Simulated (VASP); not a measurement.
Here is a VASP 6.6.1 calculation.

INCAR

```
SYSTEM = SiO2
PREC = Accurate ; ENCUT = 520
EDIFF = 1E-6 ; ISMEAR = 0
SIGMA = 0.02 ; LREAL = .FALSE.
LASPH = .TRUE. ; NELM = 80
ALGO = Normal ; ISIF = 2
LWAVE = .FALSE. ; LCHARG = .FALSE.
GGA = CA ; NBANDS = 34
```

The input KPOINTS:

```
regular mesh
0
G
  6 6 4
  0 0 0
```

Contents of POSCAR:

```
SiO2
1.0
    4.8217629889      0.0000000000      0.0000000000
   -2.4108814944      4.1757692394      0.0000000000
    0.0000000000      0.0000000000      5.4901888580
Si O
3 6
Direct
    0.0000000000      0.5000000000      0.3333333333
    0.5000000000      0.5000000000      0.6666666667
    0.5000000000      0.0000000000      0.0000000000
    0.6035997692      0.8017998846      0.8333333333
    0.8017998846      0.6035997692      0.5000000000
    0.8017998846      0.1982001154      0.1666666667
    0.3964002308      0.1982001154      0.8333333333
    0.1982001154      0.3964002308      0.5000000000
    0.1982001154      0.8017998846      0.1666666667
```

Potentials or basis: VASP PAW LDA potentials, release 64 (Si, O).

Run with:

```console
$ cat potpaw_LDA.64/Si/POTCAR potpaw_LDA.64/O/POTCAR > POTCAR
$ mpirun -np 1 vasp_std > vasp.out
```

Problem. Predict the largest force.

Solution. 0.009 eV/Å.

Problem. Predict the band gap on the k mesh.

Solution. 5.63 eV (least direct gap 5.70 eV).

Problem. What does it give for the pressure?

Solution. 14.8 GPa.

Forces on the atoms (eV/Å):
```
Si   0.000  0.000  0.000
Si   0.000  0.000  0.000
Si   0.000  0.000  0.000
O    0.008  0.005  0.000
O    0.000  0.009  0.000
O    0.008 -0.005  0.000
O   -0.008 -0.005  0.000
O    0.000 -0.009  0.000
O   -0.008  0.005  0.000
```

Caveat: the cell stands under pressure. A k mesh can miss the band edges.
